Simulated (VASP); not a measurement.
# Hg (Fd-3m) in VASP: further runs

Runs on Hg. Level: PBE. Tasks: single point.

All numbers are computed with VASP 6.6.1; they aren't measurements. Logs are shortened: lines on timing, memory, paths and dates and some standing lists are left out, and cuts for length are marked.

### Step 1. The cell of the first run

The structure is cubic, space group Fd-3m (No. 227). Conventional cell: a = 5.879 Å, b = 5.879 Å, c = 5.879 Å, α = 90.00°, β = 90.00°, γ = 90.00°. Within 3.4 Å of Hg (site symmetry -43m) lie 4 Hg at 2.55 Å.

### Step 2. Single point, PBE (25.40 Å³/atom)

INCAR reads:

```
SYSTEM = Hg
  PREC = Accurate
  ENCUT = 520
  EDIFF = 1E-6
  ISMEAR = -1
  SIGMA = 0.05
  LREAL = .False.
  LASPH = .True.
  NELM = 80
  ALGO = Normal
  ISIF = 2
  LWAVE = .False.
  LCHARG = .True.
  GGA = PE
  LELF = .True.
  LVHAR = .True.
  NBANDS = 19
```

KPOINTS reads:

```
Automatic mesh
0
Gamma
  11 11 11
  0 0 0
```

POSCAR reads:

```
Hg
1.0
    0.0000000000      2.9396290401      2.9396290401
    2.9396290401      0.0000000000      2.9396290401
    2.9396290401      2.9396290401      0.0000000000
Hg
2
Direct
   -0.1250000000     -0.1250000000     -0.1250000000
    0.1250000000      0.1250000000      0.1250000000
```

Potentials or basis: VASP PAW PBE potentials, release 64 (Hg).

Launch:

```console
$ cat potpaw_PBE.64/Hg/POTCAR > POTCAR
$ mpirun -np 1 vasp_std > vasp.out
```

OUTCAR:

```text
SYSTEM = Hg
   PREC = Accurate
   ENCUT = 520
   EDIFF = 1E-6
   ISMEAR = -1
   LREAL = .False.
   LASPH = .True.
   NELM = 80
   ISIF = 2
   GGA = PE

 ion  position               nearest neighbor table
   1  0.875  0.875  0.875-   2 2.55   2 2.55   2 2.55   2 2.55
   2  0.125  0.125  0.125-   1 2.55   1 2.55   1 2.55   1 2.55

  LATTYP: Found a face centered cubic cell.
 ALAT       =     5.8792580802

  Lattice vectors:

 A1 = (   0.0000000000,   2.9396290401,   2.9396290401)
 A2 = (   2.9396290401,   0.0000000000,   2.9396290401)
 A3 = (   2.9396290401,   2.9396290401,   0.0000000000)

Analysis of symmetry for initial positions (statically):
=====================================================================
 Subroutine PRICEL returns:
 Original cell was already a primitive cell.

 Routine SETGRP: Setting up the symmetry group for a
 face centered cubic supercell.

 Subroutine GETGRP returns: Found 48 space group operations
 (whereof 12 operations were pure point group operations)
 out of a pool of 48 trial point group operations.

The static configuration has the point symmetry D_3d.
 The point group associated with its full space group is O_h .

Analysis of symmetry for dynamics (positions and initial velocities):
=====================================================================
 Subroutine PRICEL returns:
 Original cell was already a primitive cell.

 Routine SETGRP: Setting up the symmetry group for a
 face centered cubic supercell.

 Subroutine GETGRP returns: Found 48 space group operations
 (whereof 12 operations were pure point group operations)
 out of a pool of 48 trial point group operations.

The dynamic configuration has the point symmetry D_3d.
 The point group associated with its full space group is O_h .

 Subroutine INISYM returns: Found 48 space group operations
 (whereof 12 operations are pure point group operations),
 and found     1 'primitive' translations

----------------------------------------------------------------------------------------

                                     Primitive cell

  volume of cell :      50.8051

  direct lattice vectors                    reciprocal lattice vectors
     0.000000000  2.939629040  2.939629040    -0.170089489  0.170089489  0.170089489
     2.939629040  0.000000000  2.939629040     0.170089489 -0.170089489  0.170089489
     2.939629040  2.939629040  0.000000000     0.170089489  0.170089489 -0.170089489

  length of vectors
     4.157263257  4.157263257  4.157263257     0.294603636  0.294603636  0.294603636

  position of ions in fractional coordinates (direct lattice)
     0.875000000  0.875000000  0.875000000
     0.125000000  0.125000000  0.125000000

  ion indices of the primitive-cell ions
   primitive index   ion index
                 1           1
                 2           2

----------------------------------------------------------------------------------------

 KPOINTS: Automatic mesh

Automatic generation of k-mesh.
 Grid dimensions read from file:
 generate k-points for:   11   11   11

 Generating k-lattice:

  Cartesian coordinates                     Fractional coordinates (reciprocal lattice)
    -0.015462681  0.015462681  0.015462681     0.090909091  0.000000000  0.000000000
     0.015462681 -0.015462681  0.015462681     0.000000000  0.090909091  0.000000000
     0.015462681  0.015462681 -0.015462681     0.000000000  0.000000000  0.090909091

  Length of vectors
     0.026782149  0.026782149  0.026782149

  Shift w.r.t. Gamma in fractional coordinates (k-lattice)
     0.000000000  0.000000000  0.000000000

 Subroutine IBZKPT returns following result:
 ===========================================

 Found     56 irreducible k-points:

 Following reciprocal coordinates:
            Coordinates               Weight
  0.000000  0.000000  0.000000      1.000000
  0.090909  0.000000  0.000000      8.000000
  0.181818  0.000000  0.000000      8.000000
  0.272727  0.000000  0.000000      8.000000
  0.363636  0.000000  0.000000      8.000000
  0.454545  0.000000  0.000000      8.000000
[... 16 lines left out ...]
 -0.272727  0.181818  0.000000     24.000000
 -0.181818  0.181818  0.000000     12.000000
 [... further k-points ...]
   k-points           NKPTS =     56   k-points in BZ     NKDIM =     56   number of bands    NBANDS=     19
   number of dos      NEDOS =    301   number of ions     NIONS =      2
   total plane-waves  NPLWV =  32768
   dimension x,y,z NGX =    32 NGY =   32 NGZ =   32
   dimension x,y,z NGXF=    64 NGYF=   64 NGZF=   64
   ions per type =               2
   NGX,Y,Z   is equivalent  to a cutoff of  12.80, 12.80, 12.80 a.u.
   NGXF,Y,Z  is equivalent  to a cutoff of  25.59, 25.59, 25.59 a.u.
 SYSTEM =  Hg
   PREC   = accura    normal or accurate (medium, high low for compatibility)
   ISTART =      0    job   : 0-new  1-cont  2-samecut
   ICHARG =      2    charge: 1-file 2-atom 10-const
   ISPIN  =      1    spin polarized calculation?
   LNONCOLLINEAR =      F non collinear calculations
   LSORBIT =      F    spin-orbit coupling
   LASPH  =      T    aspherical Exc in radial PAW
   ENCUT  =  520.0 eV  38.22 Ry    6.18 a.u.   7.73  7.73  7.73*2*pi/ulx,y,z
   NELM   =     80;   NELMIN=  2; NELMDL= -5     # of ELM steps
   EDIFF  = 0.1E-05   stopping-criterion for ELM
   LREAL  =      F    real-space projection
   EDIFFG = 0.1E-04   stopping-criterion for IOM
   NSW    =      0    number of steps for IOM
   IBRION =     -1    ionic relax: 0-MD 1-quasi-New 2-CG
   NFREE  =      0    steps in history (QN), initial steepest desc. (CG)
   ISIF   =      2    stress and relaxation
   ISYM   =      2    0-nonsym 1-usesym 2-fastsym
   POTIM  = 0.5000    time-step for ionic-motion
   TEBEG  =    0.0;   TEEND  =   0.0 temperature during run
   PSTRESS=    0.0 pullay stress
   NELECT =      24.0000    total number of electrons
   NUPDOWN=      -1.0000    fix difference up-down
   EMIN   =  10.00;   EMAX   =-10.00  energy-range for DOS
   EFERMI =   0.00;   METHOD = LEGACY
   ISMEAR =    -1;   SIGMA  =   0.05  broadening in eV -4-tet -1-fermi 0-gaus
   EFERMI_NEDOS =   21; number of points for ismear=-14 and -15
   IALGO  =     38    algorithm
   IMIX   =      4    mixing-type and parameters
     AMIX     =   0.40;   BMIX     =  1.00
     AMIX_MAG =   1.60;   BMIX_MAG =  1.00
  volume/ion in A,a.u.               =      25.40       171.42
  Fermi-wavevector in a.u.,A,eV,Ry     =   1.274998  2.409396 22.117889  1.625619
  Thomas-Fermi vector in A             =   2.407734
   LORBIT       =      0    0 simple, 1 ext, 2 COOP (PROOUT), +10 PAW based schemes
   GGA     = PE    functional components
   LHFCALC =     F    Hartree Fock is set to
   AEXX    =    0.0000 exact exchange contribution
   IVDW    =     0    specifies the selected vdW correction
   LEPSILON=     F    determine dielectric tensor
   LRPA    =     F    only Hartree local field effects (RPA)
 non-spin polarized calculation
  energy-cutoff  :      520.00
  volume of cell :       50.81
 maximum number of plane-waves:      1387
   NGX = 15   NGY = 15   NGZ = 15

 number of electron      23.9999999 magnetization

 Free energy of the ion-electron system (eV)
  ---------------------------------------------------
  ext. energy  EPLUGINS =         0.00000000
  ---------------------------------------------------
  free energy    TOTEN  =         1.41664115 eV

  energy without entropy =        1.42027587  energy(sigma->0) =        1.41845851

 E-fermi :   2.7284     XC(G=0): -10.1538

 val. band max:        2.6736746087   @ k =  -0.2727   0.2727   0.0000
 cond. band min:       2.8612584244   @ k =  -0.4545   0.2727   0.0000
 fundamental gap:      0.1875838156
 Fermi energy:         2.7283927565

 k-point     1 :       0.0000    0.0000    0.0000
  band No.  band energies     occupation
      1      -6.9840      2.00000
      2      -6.2986      2.00000
      3      -6.2986      2.00000
      4      -6.2986      2.00000
      5      -6.2485      2.00000
      6      -6.2485      2.00000
[... 11 lines left out ...]
     18      10.9181      0.00000
     19      10.9181      0.00000

 k-point     2 :       0.0909    0.0000    0.0000
  band No.  band energies     occupation
      1      -6.8908      2.00000
      2      -6.4014      2.00000
      3      -6.4014      2.00000
      4      -6.3026      2.00000
      5      -6.1189      2.00000
      6      -6.1189      2.00000
[... 11 lines left out ...]
     18      11.4829      0.00000
     19      12.6642      0.00000

 k-point     3 :       0.1818    0.0000    0.0000
  band No.  band energies     occupation
      1      -6.6484      2.00000
      2      -6.4769      2.00000
      3      -6.4769      2.00000
      4      -6.3085      2.00000
      5      -5.9802      2.00000
      6      -5.9802      2.00000
[... 11 lines left out ...]
     18      12.1150      0.00000
     19      12.2764      0.00000

 k-point     4 :       0.2727    0.0000    0.0000
  band No.  band energies     occupation
      1      -6.4984      2.00000
      2      -6.4984      2.00000
      3      -6.4088      2.00000
      4      -6.2710      2.00000
      5      -5.9015      2.00000
      6      -5.9015      2.00000
[... 11 lines left out ...]
     18      12.1917      0.00000
     19      13.4570      0.00000

 k-point     5 :       0.3636    0.0000    0.0000
  band No.  band energies     occupation
      1      -6.4764      2.00000
      2      -6.4764      2.00000
      3      -6.3649      2.00000
      4      -6.1342      2.00000
      5      -5.9005      2.00000
      6      -5.9005      2.00000
[... 11 lines left out ...]
     18      12.0340      0.00000
     19      15.2026      0.00000

 k-point     6 :       0.4545    0.0000    0.0000
  band No.  band energies     occupation
      1      -6.4432      2.00000
      2      -6.4432      2.00000
      3      -6.3606      2.00000
      4      -6.0752      2.00000
      5      -5.9333      2.00000
      6      -5.9333      2.00000
[... 11 lines left out ...]
     18      11.9198      0.00000
     19      16.6099      0.00000

 k-point     7 :       0.0909    0.0909    0.0000
  band No.  band energies     occupation
      1      -6.8586      2.00000
      2      -6.4836      2.00000
      3      -6.3103      2.00000
      4      -6.3103      2.00000
      5      -6.1951      2.00000
      6      -6.0231      2.00000
[... 11 lines left out ...]
     18      12.3660      0.00000
     19      12.3660      0.00000

 k-point     8 :       0.1818    0.0909    0.0000
  band No.  band energies     occupation
      1      -6.6621      2.00000
      2      -6.5615      2.00000
      3      -6.3684      2.00000
      4      -6.3217      2.00000
      5      -6.0787      2.00000
      6      -5.8835      2.00000
[... 256 lines left out ...]
 k-point    20 :       0.4545    0.1818    0.0000
  band No.  band energies     occupation
      1      -6.6808      2.00000
      2      -6.4405      2.00000
      3      -6.3605      2.00000
      4      -6.0067      2.00000
      5      -5.7388      2.00000
      6      -5.5953      2.00000
[... 11 lines left out ...]
     18      13.8202      0.00000
     19      14.6347      0.00000

 k-point    21 :      -0.4545    0.1818    0.0000
  band No.  band energies     occupation
      1      -6.6761      2.00000
      2      -6.5004      2.00000
      3      -6.2859      2.00000
      4      -5.9769      2.00000
      5      -5.7215      2.00000
      6      -5.6470      2.00000
[... 11 lines left out ...]
     18      14.1985      0.00000
     19      14.9562      0.00000

 k-point    22 :      -0.3636    0.1818    0.0000
  band No.  band energies     occupation
      1      -6.6424      2.00000
      2      -6.5688      2.00000
      3      -6.2133      2.00000
      4      -5.9874      2.00000
      5      -5.8614      2.00000
      6      -5.5598      2.00000
[... 11 lines left out ...]
     18      14.8161      0.00000
     19      15.1154      0.00000

 k-point    23 :      -0.2727    0.1818    0.0000
  band No.  band energies     occupation
      1      -6.6179      2.00000
      2      -6.5707      2.00000
      3      -6.2163      2.00000
      4      -6.0570      2.00000
      5      -5.9511      2.00000
      6      -5.5435      2.00000
[... 11 lines left out ...]
     18      13.1421      0.00000
     19      14.3681      0.00000

 k-point    24 :      -0.1818    0.1818    0.0000
  band No.  band energies     occupation
      1      -6.6238      2.00000
      2      -6.4809      2.00000
      3      -6.2911      2.00000
      4      -6.2279      2.00000
      5      -5.9807      2.00000
      6      -5.6482      2.00000
[... 11 lines left out ...]
     18      12.2336      0.00000
     19      13.6672      0.00000

 [... further k-points ...]

------------------------ aborting loop because EDIFF is reached ----------------------------------------

  FORCE on cell =-STRESS in cart. coord.  units (eV):
  Direction    XX          YY          ZZ          XY          YZ          ZX
  --------------------------------------------------------------------------------------
  -------------------------------------------------------------------------------------
  Total        8.6469817      8.6469817      8.6469817      0.0000000      0.0000000      0.0000000
  in kB      272.6889506    272.6889506    272.6889506      0.0000000      0.0000000      0.0000000
  external PRESSURE =     272.6889506 kB  Pullay stress =       0.0000000 kB

 VOLUME and BASIS-vectors are now :
 -----------------------------------------------------------------------------
  energy-cutoff  :      520.00
  volume of cell :       50.81
      direct lattice vectors                 reciprocal lattice vectors
     0.000000000  2.939629040  2.939629040    -0.170089489  0.170089489  0.170089489
     2.939629040  0.000000000  2.939629040     0.170089489 -0.170089489  0.170089489
     2.939629040  2.939629040  0.000000000     0.170089489  0.170089489 -0.170089489

 POSITION                                       TOTAL-FORCE (eV/Angst)
 -----------------------------------------------------------------------------------
      5.14435      5.14435      5.14435        -0.000000     -0.000000     -0.000000
      0.73491      0.73491      0.73491         0.000000      0.000000      0.000000
 -----------------------------------------------------------------------------------
    total drift:                                0.000000      0.000000     -0.000000

  FREE ENERGIE OF THE ION-ELECTRON SYSTEM (eV)
  ---------------------------------------------------
  free  energy   TOTEN  =         1.4166411481 eV

  energy  without entropy=        1.4202758748  energy(sigma->0) =        1.41845851
```

Run time: 14 s. Hardware: 1 thread of Intel Xeon 6975P-C (Granite Rapids), shared host; peak memory 0.19 GiB.

What came out:

```yaml
Free_energy: 1.4166 eV
Pressure: 27.3 GPa
Band_gap_on_the_k_mesh: zero (bands 12 and 13 overlap by 7.09 eV)
```

Levels at points of the mesh, in eV from the Fermi level:
| k point | band 10 | band 11 | band 12 | band 13 | band 14 | band 15 |
| --- | --- | --- | --- | --- | --- | --- |
| (0.00, 0.00, 0.00) | -6.17 | -6.17 | 6.32 | 7.05 | 7.05 | 7.05 |

Caveat: the cell stands under pressure; spin-orbit coupling is left out, which moves the levels of the heavy elements.

### Step 3. Single point, PBE (29.35 Å³/atom)

This run uses another cell than the first one, of 29.35 Å³/atom.

INCAR reads:

```
SYSTEM = Hg
PREC = Accurate
ENCUT = 520
EDIFF = 1E-6
ISMEAR = -1
SIGMA = 0.05
LREAL = .False.
LASPH = .True.
NELM = 80
ALGO = Normal
ISIF = 2
LWAVE = .False.
LCHARG = .False.
GGA = PE
NBANDS = 19
```

KPOINTS reads:

```
regular mesh
0
Gamma
  11 11 11
  0 0 0
```

POSCAR reads:

```
Hg
1.0
    0.0000000000      3.0847701210      3.0847701210
    3.0847701210      0.0000000000      3.0847701210
    3.0847701210      3.0847701210      0.0000000000
Hg
2
Direct
   -0.1250000000     -0.1250000000     -0.1250000000
    0.1250000000      0.1250000000      0.1250000000
```

Potentials or basis: VASP PAW PBE potentials, release 64 (Hg).

Launch:

```console
$ cat potpaw_PBE.64/Hg/POTCAR > POTCAR
$ mpirun -np 1 vasp_std > vasp.out
```

Wall time 15 s (1 thread of Intel Xeon 6975P-C (Granite Rapids), shared host); peak memory 0.19 GiB.

It converged, with:

* Free energy: 0.4980 eV
* Pressure: 12.1 GPa
* Band gap on the k mesh: zero (bands 12 and 13 overlap by 5.44 eV)

Levels at points of the mesh, in eV from the Fermi level:
| k point | band 10 | band 11 | band 12 | band 13 | band 14 | band 15 |
| --- | --- | --- | --- | --- | --- | --- |
| (0.00, 0.00, 0.00) | -6.17 | -6.17 | 4.95 | 6.11 | 6.11 | 6.11 |

Caveat: the cell stands under pressure; spin-orbit coupling is left out, which moves the levels of the heavy elements.

### Step 4. Single point, PBE (29.35 Å³/atom)

This run uses another cell than the first one, of 29.35 Å³/atom.

INCAR reads:

```
  PREC = Accurate
  ENCUT = 520
  EDIFF = 1E-7
  ISMEAR = -1
  SIGMA = 0.05
  LREAL = F
  LASPH = T
  NELM = 100
  ALGO = Normal
  ISIF = 2
  LWAVE = F
  LCHARG = F
  GGA = PE
  NBANDS = 19
```

KPOINTS reads:

```
Automatic mesh
0
Gamma
  11 11 11
```

POSCAR is that of step 3.

Launch:

```console
$ cat potpaw_PBE.64/Hg/POTCAR > POTCAR
$ mpirun -np 1 vasp_std > vasp.out
```

Wall time 16 s (1 thread of Intel Xeon 6975P-C (Granite Rapids), shared host); peak memory 0.19 GiB.

It converged, with:

* Free energy: 0.4980 eV
* Pressure: 12.1 GPa
* Band gap on the k mesh: zero (bands 12 and 13 overlap by 5.44 eV)

Levels at points of the mesh, in eV from the Fermi level:
```tsv
k point	band 8	band 9	band 10	band 11	band 12	band 13	band 14	band 15	band 16	band 17
(0.00, 0.00, 0.00)	-6.77	-6.77	-6.17	-6.17	4.95	6.11	6.11	6.11	7.36	7.36
```

Caveat: the cell stands under pressure; spin-orbit coupling is left out, which moves the levels of the heavy elements.
